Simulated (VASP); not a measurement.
Wanted: the native input for a VASP 6.6.1 run.

```
Task                   : single point
Functional             : PBEsol
Potentials or basis    : VASP PAW PBE potentials, release 64 (Sn_d)
Cutoff                 : 520 eV
k mesh                 : 10 × 10 × 10
Occupations            : fermi-dirac, width 0.1 eV
Spin                   : no spin polarisation
Dipole correction      : no
Further INCAR settings : ALGO = Normal; EDIFF = 1e-06; NBANDS = 21
```

The structure of Sn lies in POSCAR:

```
Sn
1.0
    0.0000000000      3.2710663102      3.2710663102
    3.2710663102      0.0000000000      3.2710663102
    3.2710663102      3.2710663102      0.0000000000
Sn
2
Direct
   -0.1250000000     -0.1250000000     -0.1250000000
    0.1250000000      0.1250000000      0.1250000000
```

This isn't the form of Sn at room conditions, which is tetragonal (white tin).

One way to write it, as run:

INCAR

```
SYSTEM = Sn
PREC = Accurate ; ENCUT = 520
EDIFF = 1E-6 ; ISMEAR = -1
SIGMA = 0.1 ; LREAL = .False.
LASPH = .True. ; NELM = 100
ALGO = Normal ; ISIF = 2
LWAVE = .False. ; LCHARG = .True.
GGA = PS ; LELF = .True.
LVHAR = .True. ; NBANDS = 21
```

KPOINTS

```
regular mesh
0
Gamma
  10 10 10
  0 0 0
```

Potentials or basis: VASP PAW PBE potentials, release 64 (Sn_d).

Command:

```bash
$ cat potpaw_PBE.64/Sn_d/POTCAR > POTCAR
$ mpirun -np 1 vasp_std > vasp.out
```

Results of the run:

```
Pressure               : -0.1 GPa
Band gap on the k mesh : zero (bands 14 and 15 overlap by 0.19 eV)
```

Caveat: the PAW data sets were made with another functional, which shifts forces and pressure a little; spin-orbit coupling is left out, which moves the levels of the heavy elements.

It took 98 s on 1 thread of Intel Xeon 8259CL (shared host), peak memory 0.22 GiB.
